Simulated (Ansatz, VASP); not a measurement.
# Ge3S2 in VASP and in Ansatz

```
CELL_PARAMETERS angstrom
4.58530 0.00000 0.00000
-2.29265 3.97098 0.00000
0.00000 0.00000 5.60873
ATOMIC_POSITIONS crystal
Ge 0.00000 0.00000 0.00000
Ge 0.33333 0.66667 0.76090
Ge 0.66667 0.33333 0.23910
S 0.33333 0.66667 0.34513
S 0.66667 0.33333 0.65487
```

Alike in both runs: functional r2SCAN; k mesh 6 × 6 × 4; occupations gaussian, width 0.1 eV; no spin polarisation.

Ansatz relaxed the structure, and its values are those at the end. VASP's run is a single point on that final structure, the one shown.

|  | VASP | Ansatz |
| --- | --- | --- |
| version | VASP 6.6.1 | Ansatz 0.2.0 |
| potentials or method | VASP PAW PBE potentials, release 64 (Ge_d, S), cutoff 520 eV | scalar-relativistic, plane waves, PAW |
| valence electrons in the cell | 54 | 54 |

Ansatz gave:

```
gap on the k mesh at the Fermi level (eV) : none
pressure (GPa)                            : 0.0
rms of the force components (eV/Å)        : 0.006
```

Task: What did VASP give for the same quantities?

Result: gap on the k mesh at the Fermi level (eV): none; pressure (GPa): -0.1; rms of the force components (eV/Å): 0.004.

VASP's potentials were made for PBE, not for r2SCAN. A gap of «none» marks a metal or a gap that the smearing closes. The functional is the same, so the differences come from potentials, cutoffs and numerics.
